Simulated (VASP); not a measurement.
## Si3N4: electric field gradients with r2SCAN

The system is Si3N4.

```
CELL_PARAMETERS angstrom
-3.23735 3.23735 3.23735
3.23735 -3.23735 3.23735
3.23735 3.23735 -3.23735
ATOMIC_POSITIONS crystal
Si 0.25000 0.12500 0.87500
Si 0.87500 0.25000 0.12500
Si 0.75000 0.37500 0.62500
Si 0.62500 0.75000 0.37500
Si 0.12500 0.87500 0.25000
Si 0.37500 0.62500 0.75000
N 0.56280 0.56280 0.56280
N 0.43720 0.50000 0.00000
N 0.50000 0.00000 0.93720
N 0.00000 0.43720 0.50000
N 0.93720 0.50000 0.00000
N 0.06280 0.06280 0.06280
N 0.00000 0.93720 0.50000
N 0.50000 0.00000 0.43720
```

```
Program                : VASP 6.6.1
Task                   : electric field gradients
Functional             : r2SCAN
Potentials or basis    : VASP PAW PBE potentials, release 64 (Si, N)
Cutoff                 : 520 eV
k mesh                 : 6 × 6 × 6
Occupations            : fermi-dirac, width 0.02 eV
Spin                   : no spin polarisation
Dipole correction      : no
Further INCAR settings : ALGO = Normal; EDIFF = 1e-08; NBANDS = 45
```

The pressure is -4.2 GPa. The largest force is 0.029 eV/Å, the band gap on the k mesh is 4.69 eV (least direct gap 4.87 eV) and the largest electric field gradient by atom is Si -0.8; N -56.5 V/Å².

Forces in eV/Å, atoms in the order of the input:
```
Si   0.000  0.000  0.000
Si   0.000  0.000  0.000
Si   0.000  0.000  0.000
Si   0.000  0.000  0.000
Si   0.000  0.000  0.000
Si   0.000  0.000  0.000
N    0.017  0.017  0.017
N    0.017 -0.017 -0.017
N   -0.017 -0.017  0.017
N   -0.017  0.017 -0.017
N    0.017 -0.017 -0.017
N    0.017  0.017  0.017
N   -0.017  0.017 -0.017
N   -0.017 -0.017  0.017
```

Levels at points of the mesh, in eV from the valence-band top:
| k point | band 29 | band 30 | band 31 | band 32 | band 33 | band 34 | band 35 | band 36 |
| --- | --- | --- | --- | --- | --- | --- | --- | --- |
| (0.00, 0.00, 0.00) | -0.16 | -0.16 | -0.16 | -0.08 | 5.25 | 5.25 | 5.30 | 5.30 |
| (0.50, 0.00, 0.00) | -1.29 | -1.29 | -0.02 | -0.02 | 5.60 | 5.60 | 6.63 | 6.63 |
| (0.50, 0.50, 0.50) | -1.95 | -1.95 | -1.23 | -1.23 | 6.06 | 6.06 | 6.06 | 6.06 |

Electric field gradients, principal values (V/Å²):
```
atom   least  middle  greatest (by size)
1 Si   0.389   0.390              -0.779
2 Si   0.389   0.390              -0.779
3 Si   0.389   0.390              -0.779
4 Si   0.389   0.390              -0.779
5 Si   0.389   0.390              -0.779
6 Si   0.389   0.390              -0.779
 7 N  28.260  28.260             -56.519
 8 N  28.256  28.261             -56.517
 9 N  28.256  28.261             -56.517
10 N  28.256  28.261             -56.517
11 N  28.256  28.261             -56.517
12 N  28.260  28.260             -56.519
13 N  28.256  28.261             -56.517
14 N  28.256  28.261             -56.517
```

Wall time 6.1 min on 1 thread of Intel(R) Xeon(R) Platinum 8488C (Sapphire Rapids), on a shared host, peak memory 0.31 GiB.

Caveat: the cell stands under tension; without QUAD_EFG the Cq values of the log hold for a quadrupole moment of 1 mb, not for the nuclei; the PAW data sets were made with another functional, which shifts forces and pressure a little. A k mesh can miss the band edges.
